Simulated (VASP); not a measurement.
# Li (Im-3m) in VASP: a series of runs

Li is run at these levels: PBEsol; tasks: single point, relaxation of cell and atoms.

All numbers are computed with VASP 6.6.1; they aren't measurements. Logs are shortened: lines on timing, memory, paths and dates and some standing lists are left out, and cuts for length are marked.

**1. The cell of the first run**

Symmetry: Im-3m, No. 229, cubic system. The conventional cell has a = 3.433 Å, b = 3.433 Å, c = 3.433 Å, α = 90.00°, β = 90.00°, γ = 90.00°. Within 3.9 Å of Li (site symmetry m-3m) lie 14 Li at 2.97 to 3.43 Å.

**2. Single point, PBEsol**

Input file INCAR:

```
SYSTEM = Li
PREC     = Accurate       ! precision mode
ENCUT    = 520            ! plane-wave cutoff, eV
EDIFF    = 1E-6           ! SCF threshold, eV
ISMEAR   = 1              ! smearing method
SIGMA    = 0.1            ! smearing width, eV
LREAL    = .False.        ! projectors in reciprocal space
LASPH    = .True.         ! aspherical terms in the spheres
NELM     = 100            ! most SCF steps
ALGO     = Normal         ! electronic algorithm
ISIF     = 2              ! what is computed and relaxed
LWAVE    = .False.        ! write WAVECAR
LCHARG   = .False.        ! write CHGCAR
GGA      = PS             ! functional
NBANDS   = 10             ! bands
```

Input file KPOINTS:

```
Automatic mesh
0
Gamma
  20 20 20
  0 0 0
```

Input file POSCAR:

```
Li
1.0
    3.4332068704      0.0000000000      0.0000000000
    0.0000000000      3.4332068704      0.0000000000
    0.0000000000      0.0000000000      3.4332068704
Li
2
Direct
    0.0000000000      0.0000000000      0.0000000000
    0.5000000000      0.5000000000      0.5000000000
```

Potentials or basis: VASP PAW PBE potentials, release 64 (Li_sv).

Run with:

```sh
cat potpaw_PBE.64/Li_sv/POTCAR > POTCAR
mpirun -np 1 vasp_std > vasp.out
```

OUTCAR:

```text
SYSTEM = Li
   PREC = Accurate
   ENCUT = 520
   EDIFF = 1E-6
   ISMEAR = 1
   LREAL = .False.
   LASPH = .True.
   NELM = 100
   ISIF = 2
   GGA = PS

 ion  position               nearest neighbor table
   1  0.000  0.000  0.000-
   2  0.500  0.500  0.500-

  LATTYP: Found a simple cubic cell.
 ALAT       =     3.4332068704

  Lattice vectors:

 A1 = (   3.4332068704,   0.0000000000,   0.0000000000)
 A2 = (   0.0000000000,   3.4332068704,   0.0000000000)
 A3 = (   0.0000000000,   0.0000000000,   3.4332068704)

Analysis of symmetry for initial positions (statically):
=====================================================================
 Subroutine PRICEL returns following result:

  LATTYP: Found a body centered cubic cell.
 ALAT       =     3.4332068704

  Lattice vectors:

 A1 = (   1.7166034352,   1.7166034352,  -1.7166034352)
 A2 = (  -1.7166034352,   1.7166034352,   1.7166034352)
 A3 = (   1.7166034352,  -1.7166034352,   1.7166034352)

   2 primitive cells build up your supercell.

 Routine SETGRP: Setting up the symmetry group for a
 simple cubic supercell.

 Subroutine GETGRP returns: Found 48 space group operations
 (whereof 48 operations were pure point group operations)
 out of a pool of 48 trial point group operations.

The static configuration has the point symmetry O_h .

Analysis of symmetry for dynamics (positions and initial velocities):
=====================================================================
 Subroutine PRICEL returns following result:

  LATTYP: Found a body centered cubic cell.
 ALAT       =     3.4332068704

  Lattice vectors:

 A1 = (   1.7166034352,   1.7166034352,  -1.7166034352)
 A2 = (  -1.7166034352,   1.7166034352,   1.7166034352)
 A3 = (   1.7166034352,  -1.7166034352,   1.7166034352)

   2 primitive cells build up your supercell.

 Routine SETGRP: Setting up the symmetry group for a
 simple cubic supercell.

 Subroutine GETGRP returns: Found 48 space group operations
 (whereof 48 operations were pure point group operations)
 out of a pool of 48 trial point group operations.

The dynamic configuration has the point symmetry O_h .

 Subroutine INISYM returns: Found 48 space group operations
 (whereof 48 operations are pure point group operations),
 and found     2 'primitive' translations

----------------------------------------------------------------------------------------

                                     Primitive cell

  volume of cell :      20.2334

  direct lattice vectors                    reciprocal lattice vectors
     1.716603435  1.716603435 -1.716603435     0.291272865  0.291272865  0.000000000
    -1.716603435  1.716603435  1.716603435     0.000000000  0.291272865  0.291272865
     1.716603435 -1.716603435  1.716603435     0.291272865  0.000000000  0.291272865

  length of vectors
     2.973244366  2.973244366  2.973244366     0.411922036  0.411922036  0.411922036

  position of ions in fractional coordinates (direct lattice)
     0.000000000  0.000000000  0.000000000

  ion indices of the primitive-cell ions
   primitive index   ion index
                 1           1

----------------------------------------------------------------------------------------

 KPOINTS: Automatic mesh

Automatic generation of k-mesh.
 Grid dimensions read from file:
 generate k-points for:   20   20   20

 Generating k-lattice:

  Cartesian coordinates                     Fractional coordinates (reciprocal lattice)
     0.014563643  0.000000000  0.000000000     0.050000000  0.000000000  0.000000000
     0.000000000  0.014563643  0.000000000     0.000000000  0.050000000  0.000000000
     0.000000000  0.000000000  0.014563643     0.000000000  0.000000000  0.050000000

  Length of vectors
     0.014563643  0.014563643  0.014563643

  Shift w.r.t. Gamma in fractional coordinates (k-lattice)
     0.000000000  0.000000000  0.000000000

 Subroutine IBZKPT returns following result:
 ===========================================

 Found    286 irreducible k-points:

 Following reciprocal coordinates:
            Coordinates               Weight
  0.000000  0.000000  0.000000      1.000000
  0.050000  0.000000  0.000000      6.000000
  0.100000  0.000000  0.000000      6.000000
  0.150000  0.000000  0.000000      6.000000
  0.200000  0.000000  0.000000      6.000000
  0.250000  0.000000  0.000000      6.000000
[... 16 lines left out ...]
  0.150000  0.100000  0.000000     24.000000
  0.200000  0.100000  0.000000     24.000000
 [... further k-points ...]
   k-points           NKPTS =    286   k-points in BZ     NKDIM =    286   number of bands    NBANDS=     10
   number of dos      NEDOS =    301   number of ions     NIONS =      2
   total plane-waves  NPLWV =  21952
   dimension x,y,z NGX =    28 NGY =   28 NGZ =   28
   dimension x,y,z NGXF=    56 NGYF=   56 NGZF=   56
   ions per type =               2
   NGX,Y,Z   is equivalent  to a cutoff of  13.56, 13.56, 13.56 a.u.
   NGXF,Y,Z  is equivalent  to a cutoff of  27.12, 27.12, 27.12 a.u.
 SYSTEM =  Li
   PREC   = accura    normal or accurate (medium, high low for compatibility)
   ISTART =      0    job   : 0-new  1-cont  2-samecut
   ICHARG =      2    charge: 1-file 2-atom 10-const
   ISPIN  =      1    spin polarized calculation?
   LNONCOLLINEAR =      F non collinear calculations
   LSORBIT =      F    spin-orbit coupling
   LASPH  =      T    aspherical Exc in radial PAW
   ENCUT  =  520.0 eV  38.22 Ry    6.18 a.u.   6.38  6.38  6.38*2*pi/ulx,y,z
   NELM   =    100;   NELMIN=  2; NELMDL= -5     # of ELM steps
   EDIFF  = 0.1E-05   stopping-criterion for ELM
   LREAL  =      F    real-space projection
   EDIFFG = 0.1E-04   stopping-criterion for IOM
   NSW    =      0    number of steps for IOM
   IBRION =     -1    ionic relax: 0-MD 1-quasi-New 2-CG
   NFREE  =      0    steps in history (QN), initial steepest desc. (CG)
   ISIF   =      2    stress and relaxation
   ISYM   =      2    0-nonsym 1-usesym 2-fastsym
   POTIM  = 0.5000    time-step for ionic-motion
   TEBEG  =    0.0;   TEEND  =   0.0 temperature during run
   PSTRESS=    0.0 pullay stress
   NELECT =       6.0000    total number of electrons
   NUPDOWN=      -1.0000    fix difference up-down
   EMIN   =  10.00;   EMAX   =-10.00  energy-range for DOS
   EFERMI =   0.00;   METHOD = LEGACY
   ISMEAR =     1;   SIGMA  =   0.10  broadening in eV -4-tet -1-fermi 0-gaus
   EFERMI_NEDOS =   21; number of points for ismear=-14 and -15
   IALGO  =     38    algorithm
   IMIX   =      4    mixing-type and parameters
     AMIX     =   0.40;   BMIX     =  1.00
     AMIX_MAG =   1.60;   BMIX_MAG =  1.00
  volume/ion in A,a.u.               =      20.23       136.54
  Fermi-wavevector in a.u.,A,eV,Ry     =   0.866480  1.637410 10.215088  0.750788
  Thomas-Fermi vector in A             =   1.984875
   LORBIT       =      0    0 simple, 1 ext, 2 COOP (PROOUT), +10 PAW based schemes
   GGA     = PS    functional components
   LHFCALC =     F    Hartree Fock is set to
   AEXX    =    0.0000 exact exchange contribution
   IVDW    =     0    specifies the selected vdW correction
   LEPSILON=     F    determine dielectric tensor
   LRPA    =     F    only Hartree local field effects (RPA)
 non-spin polarized calculation
 Methfessel and Paxton  Order N= 1 SIGMA  =   0.10
  energy-cutoff  :      520.00
  volume of cell :       40.47
 maximum number of plane-waves:      1108
 NGX is ok and might be reduce to    28
   NGX = 13   NGY = 13   NGZ = 13

 number of electron       6.0000000 magnetization

 Free energy of the ion-electron system (eV)
  ---------------------------------------------------
  ext. energy  EPLUGINS =         0.00000000
  ---------------------------------------------------
  free energy    TOTEN  =        -3.93065265 eV

  energy without entropy =       -3.93017019  energy(sigma->0) =       -3.93049183

 E-fermi :   0.6551     XC(G=0):  -7.0220

 val. band max:        0.6544100968   @ k =   0.4000   0.1000   0.0000
 cond. band min:       0.6684684938   @ k =   0.4500   0.3000   0.0000
 fundamental gap:      0.0140583970
 Fermi energy:         0.6550746556

 k-point     1 :       0.0000    0.0000    0.0000
  band No.  band energies     occupation
      1     -45.2754      2.00000
      2     -45.2401      2.00000
      3      -2.9251      2.00000
      4       6.1635      0.00000
      5       6.1635      0.00000
      6       6.1635      0.00000
      7       8.4051      0.00000
      8       8.4051      0.00000
      9      14.3371      0.00000
     10      15.2814      0.00000

 k-point     2 :       0.0500    0.0000    0.0000
  band No.  band energies     occupation
      1     -45.2752      2.00000
      2     -45.2405      2.00000
      3      -2.9015      2.00000
      4       5.7763      0.00000
      5       6.1941      0.00000
      6       6.1941      0.00000
      7       8.4370      0.00000
      8       8.8368      0.00000
      9      14.4053      0.00000
     10      15.1461      0.00000

 k-point     3 :       0.1000    0.0000    0.0000
  band No.  band energies     occupation
      1     -45.2744      2.00000
      2     -45.2411      2.00000
      3      -2.8304      2.00000
      4       5.0130      0.00000
      5       6.2860      0.00000
      6       6.2860      0.00000
      7       8.5326      0.00000
      8       9.7266      0.00000
      9      14.6882      0.00000
     10      14.7549      0.00000
[... 248 lines left out ...]
 k-point    23 :       0.1500    0.1000    0.0000
  band No.  band energies     occupation
      1     -45.2723      2.00000
      2     -45.2426      2.00000
      3      -2.6177      2.00000
      4       4.1399      0.00000
      5       5.5590      0.00000
      6       6.5611      0.00000
      7       9.6333      0.00000
      8      11.1555      0.00000
      9      13.2883      0.00000
     10      14.0050      0.00000

 k-point    24 :       0.2000    0.1000    0.0000
  band No.  band energies     occupation
      1     -45.2708      2.00000
      2     -45.2438      2.00000
      3      -2.4515      2.00000
      4       3.3904      0.00000
      5       5.7245      0.00000
      6       6.7746      0.00000
      7       9.8968      0.00000
      8      12.0848      0.00000
      9      12.5194      0.00000
     10      13.4127      0.00000

 [... further k-points ...]

------------------------ aborting loop because EDIFF is reached ----------------------------------------

  FORCE on cell =-STRESS in cart. coord.  units (eV):
  Direction    XX          YY          ZZ          XY          YZ          ZX
  --------------------------------------------------------------------------------------
  -------------------------------------------------------------------------------------
  Total       -0.0198362     -0.0198362     -0.0198362      0.0000000      0.0000000      0.0000000
  in kB       -0.7853620     -0.7853620     -0.7853620      0.0000000      0.0000000      0.0000000
  external PRESSURE =      -0.7853620 kB  Pullay stress =       0.0000000 kB

 VOLUME and BASIS-vectors are now :
 -----------------------------------------------------------------------------
  energy-cutoff  :      520.00
  volume of cell :       40.47
      direct lattice vectors                 reciprocal lattice vectors
     3.433206870  0.000000000  0.000000000     0.291272865  0.000000000  0.000000000
     0.000000000  3.433206870  0.000000000     0.000000000  0.291272865  0.000000000
     0.000000000  0.000000000  3.433206870     0.000000000  0.000000000  0.291272865

 POSITION                                       TOTAL-FORCE (eV/Angst)
 -----------------------------------------------------------------------------------
      0.00000      0.00000      0.00000         0.000000     -0.000000      0.000000
      1.71660      1.71660      1.71660        -0.000000      0.000000     -0.000000
 -----------------------------------------------------------------------------------
    total drift:                                0.000000      0.000000      0.000000

  FREE ENERGIE OF THE ION-ELECTRON SYSTEM (eV)
  ---------------------------------------------------
  free  energy   TOTEN  =        -3.9306526472 eV

  energy  without entropy=       -3.9301701889  energy(sigma->0) =       -3.93049183
```

Wall time 47 s (1 thread of Intel Xeon Platinum 8488C (Sapphire Rapids), shared host); peak memory 0.2 GiB.

Results:

* Free energy: -3.9307 eV
* Band gap on the k mesh: zero (bands 3 and 4 overlap by 4.53 eV)

Caveat: the cutoff is under 1.25 times the usual one of these potentials, so pressure, stress and relaxed cells hold a basis-set (Pulay) error; the PAW data sets were made with another functional, which shifts forces and pressure a little.

**3. Relaxation of cell and atoms, PBEsol**

This run uses another cell than the first one, of 20.53 Å³/atom.

Input file INCAR:

```
ALGO = Normal
EDIFF = 1E-7
EDIFFG = -0.01
ENCUT = 600
GGA = PS
IBRION = 2
ISIF = 3
ISMEAR = 1
LASPH = True
LCHARG = False
LREAL = False
LWAVE = False
NELM = 100
NSW = 80
PREC = Accurate
SIGMA = 0.1
```

Input file KPOINTS:

```
k-points
0
Gamma
  20 20 20
```

Input file POSCAR:

```
Li
1.0
    3.4500000000      0.0000000000      0.0000000000
    0.0000000000      3.4500000000      0.0000000000
    0.0000000000      0.0000000000      3.4500000000
Li
2
Direct
    0.0000000000      0.0000000000      0.0000000000
    0.5000000000      0.5000000000      0.5000000000
```

Potentials or basis: VASP PAW PBE potentials, release 64 (Li_sv).

Run with:

```sh
cat potpaw_PBE.64/Li_sv/POTCAR > POTCAR
mpirun -np 1 vasp_std > vasp.out
```

It took 93 s on 1 thread of Intel Xeon Platinum 8488C (Sapphire Rapids), shared host; peak memory 0.21 GiB.

Results (log left out):

```yaml
Free_energy: -3.9323 eV
Relaxed_volume: 20.06 Å³/atom
Relaxed_cell: a = 3.424 Å, b = 3.424 Å, c = 3.424 Å, α = 90.00°, β = 90.00°, γ = 90.00°
Space_group_after_relaxing_to_0.1_Å: Im-3m (No. 229)
Energy_gained_by_relaxing: 0.5 meV/atom
Ionic_steps: 3
Pressure_after_relaxing: 0.0 GPa
Band_gap_on_the_k_mesh: zero (bands 3 and 4 overlap by 4.55 eV)
```

The path:
| step | energy change (eV) | largest force (eV/Å) | pressure (GPa) | volume (Å³) |
| --- | --- | --- | --- | --- |
| 1 | 0.0000 | 0.0000 | -0.31 | 41.06 |
| 2 | -0.0004 | 0.0000 | -0.24 | 40.83 |
| 3 | -0.0010 | 0.0000 | -0.02 | 40.13 |

Final structure:
```cif
data_structure
_symmetry_space_group_name_H-M 'P 1'
_symmetry_Int_Tables_number 1
_cell_length_a 3.4235
_cell_length_b 3.4235
_cell_length_c 3.4235
_cell_angle_alpha 90.000
_cell_angle_beta 90.000
_cell_angle_gamma 90.000
_cell_volume 40.13
loop_
_atom_site_label
_atom_site_type_symbol
_atom_site_fract_x
_atom_site_fract_y
_atom_site_fract_z
_atom_site_occupancy
Li1 Li 0.00000 0.00000 0.00000 1
Li2 Li 0.50000 0.50000 0.50000 1
```

Levels at points of the mesh, in eV from the Fermi level:
| k point | band 1 | band 2 | band 3 | band 4 | band 5 | band 6 | band 7 |
| --- | --- | --- | --- | --- | --- | --- | --- |
| (0.00, 0.00, 0.00) | -45.91 | -45.88 | -3.59 | 5.54 | 5.54 | 5.54 | 7.79 |
| (0.50, 0.00, 0.00) | -45.89 | -45.89 | -1.17 | -1.17 | 8.58 | 8.58 | 8.58 |
| (0.50, 0.50, 0.00) | -45.89 | -45.89 | 0.22 | 0.22 | 3.28 | 3.28 | 10.43 |
| (0.50, 0.50, 0.50) | -45.89 | -45.89 | 3.38 | 3.38 | 3.38 | 3.38 | 3.38 |

Caveat: the cutoff is under 1.25 times the usual one of these potentials, so pressure, stress and relaxed cells hold a basis-set (Pulay) error; the PAW data sets were made with another functional, which shifts forces and pressure a little.
